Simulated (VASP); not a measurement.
A run of VASP 6.6.1 is set up as follows.

The input INCAR:

```
SYSTEM = SiSnSeS2
PREC = Accurate
ENCUT = 500
EDIFF = 1E-6
ISMEAR = 0
SIGMA = 0.15
LREAL = .FALSE.
LASPH = .TRUE.
NELM = 120
ALGO = Normal
ISIF = 2
LWAVE = .FALSE.
LCHARG = .FALSE.
GGA = PE
NBANDS = 26
GGA_COMPAT = .FALSE.
```

KPOINTS

```
Automatic mesh
0
G
  3 3 3
  0 0 0
```

File POSCAR:

```
SiSnSeS2
1.0
    4.7472124393      0.0000000000      0.0000000000
    0.0000000000      4.7472124393      0.0000000000
    0.0000000000      0.0000000000      5.0692007189
Si Sn Se S
1 1 1 2
Direct
    0.5000000000      0.5000000000      0.0000000000
    0.0000000000      0.0000000000      0.0000000000
    0.5000000000      0.5000000000      0.5000000000
    0.5000000000      0.0000000000      0.5000000000
    0.0000000000      0.5000000000      0.5000000000
```

Potentials or basis: VASP PAW PBE potentials, release 64 (Si, Sn_d, Se, S).

Command:

```bash
$ cat potpaw_PBE.64/Si/POTCAR potpaw_PBE.64/Sn_d/POTCAR potpaw_PBE.64/Se/POTCAR potpaw_PBE.64/S/POTCAR > POTCAR
$ mpirun -np 1 vasp_std > vasp.out
```

**Question.** Predict the band gap on the k mesh.

**Answer.** Zero (bands 18 and 19 overlap by 0.92 eV).

**Question.** What does it give for the pressure?

**Answer.** -0.4 GPa.

Stress tensor (GPa, compression positive):
```
-0.48  0.00  0.00
 0.00 -0.48  0.00
 0.00  0.00 -0.35
```

Caveat: the k points lie up to 0.44 Å⁻¹ apart, too coarse for converged energies and pressures of a metal; spin-orbit coupling is left out, which moves the levels of the heavy elements.
